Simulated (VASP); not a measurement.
Write the native input for VASP 6.6.1 that does the following.

* Task: single point
* Functional: PBE
* Potentials or basis: VASP PAW PBE potentials, release 64 (Be)
* Cutoff: 600 eV
* k mesh: 16 × 16 × 9
* Occupations: fermi-dirac, width 0.05 eV
* Spin: no spin polarisation
* Dipole correction: no
* Further INCAR settings: ALGO = Normal; EDIFF = 1e-06; NBANDS = 9

The structure of Be lies in POSCAR:

```
Be
1.0
    2.2556174195      0.0000000000      0.0000000000
   -1.1278087098      1.9534221294      0.0000000000
    0.0000000000      0.0000000000      3.6791525459
Be
2
Direct
    0.3333333333      0.6666666667      0.2500000000
    0.6666666667      0.3333333333      0.7500000000
```

One way to write it, as run:

INCAR

```
SYSTEM = Be
ALGO = Normal ; EDIFF = 1E-6
ENCUT = 600 ; GGA = PE
GGA_COMPAT = .False. ; ISIF = 2
ISMEAR = -1 ; LASPH = .True.
LCHARG = .True. ; LELF = .True.
LREAL = .False. ; LVHAR = .True.
LWAVE = .False. ; NBANDS = 9
NELM = 120 ; PREC = Accurate
SIGMA = 0.05
```

KPOINTS

```
k-points
0
Gamma
  16 16 9
  0 0 0
```

Potentials or basis: VASP PAW PBE potentials, release 64 (Be).

The run is started by

```bash
$ cat potpaw_PBE.64/Be/POTCAR > POTCAR
$ mpirun -np 1 vasp_std > vasp.out
```

It gave:

The pressure is -3.0 GPa and the band gap on the k mesh is zero (band 2 reaches 7.66 eV, above the bottom of band 3 at 6.38 eV).

Wall time 28 s on 1 thread of Intel Xeon 8259CL, with other jobs on the host, peak memory 0.14 GiB.
